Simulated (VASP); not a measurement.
Write the native input for VASP 6.6.1 that does the following.

```
Task                   : single point
Functional             : PBE
Potentials or basis    : VASP PAW PBE potentials, release 64 (Ba_sv, Ti_sv, O_h)
Cutoff                 : 1340 eV
k mesh                 : 6 × 6 × 6
Occupations            : gaussian, width 0.02 eV
Spin                   : no spin polarisation
Dipole correction      : no
Further INCAR settings : ALGO = Normal; EDIFF = 1e-06; NBANDS = 28
```

The structure of BaTiO3 lies in POSCAR:

```
BaTiO3
1.0
    3.9725052574      0.0000000000      0.0000000000
    0.0000000000      2.8904445088      2.9153854155
    0.0000000000     -2.8904445088      2.9153854155
Ba Ti O
1 1 3
Direct
    0.0000000000      0.0082750946      0.0082750946
    0.5000000000      0.5244580684      0.5244580684
    0.5000000000      0.9731675953      0.4899429154
    0.5000000000      0.4899429154      0.9731675953
    0.0000000000      0.4840563263      0.4840563263
```

One way to write it, as run:

INCAR

```
PREC = Accurate ; ENCUT = 1340
EDIFF = 1E-6 ; ISMEAR = 0
SIGMA = 0.02 ; LREAL = False
LASPH = True ; NELM = 120
ALGO = Normal ; ISIF = 2
LWAVE = False ; LCHARG = False
GGA = PE ; NBANDS = 28
GGA_COMPAT = False
```

KPOINTS

```
regular mesh
0
Gamma
  6 6 6
```

Potentials or basis: VASP PAW PBE potentials, release 64 (Ba_sv, Ti_sv, O_h).

Command:

```sh
$ cat potpaw_PBE.64/Ba_sv/POTCAR potpaw_PBE.64/Ti_sv/POTCAR potpaw_PBE.64/O_h/POTCAR > POTCAR
$ mpirun -np 1 vasp_std > vasp.out
```

Results of the run:

```json
{
  "Pressure": "1.4 GPa",
  "Largest force": "0.048 eV/Å",
  "Band gap on the k mesh": "2.35 eV (least direct gap 2.89 eV)"
}
```

Caveat: spin-orbit coupling is left out, which moves the levels of the heavy elements.

Wall time 7.6 min on 1 thread of AMD EPYC 7R43 64-Core Processor (Zen 3), with other jobs on the host, peak memory 0.57 GiB.
